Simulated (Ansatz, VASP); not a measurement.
GaN: VASP beside Ansatz

```
Ga N
1.0
    -2.27424    2.27424    0.00000
     0.00000    0.00000    4.54849
     2.27424    2.27424    0.00000
Ga N
2 2
Cartesian
  0.0000 0.0000 0.0000
  0.0000 2.2742 2.2742
  1.1371 1.1371 1.1371
  -1.1371 1.1371 3.4114
```

Alike in both runs: task single point; functional PBE; k mesh 8 × 6 × 8; occupations fermi-dirac, width 0.02 eV; no spin polarisation.

|  | VASP | Ansatz |
| --- | --- | --- |
| version | VASP 6.6.1 | Ansatz 0.2.0 |
| potentials or method | VASP PAW PBE potentials, release 64 (Ga_d, N) | PAW with Ansatz's default frozen-core files, scalar-relativistic |
| plane-wave cutoff (eV) | 520 | 420 |
| valence electrons in the cell | 36 | 36 |

|  | VASP | Ansatz | Ansatz less VASP |
| --- | --- | --- | --- |
| gap on the k mesh at the Fermi level (eV) | 1.55 | 1.54 | -0.006 |
| pressure (GPa) | 0.1 | 0.0 | -0.12 |

With one functional, cell and mesh, what is left measures potentials, basis and numerics.
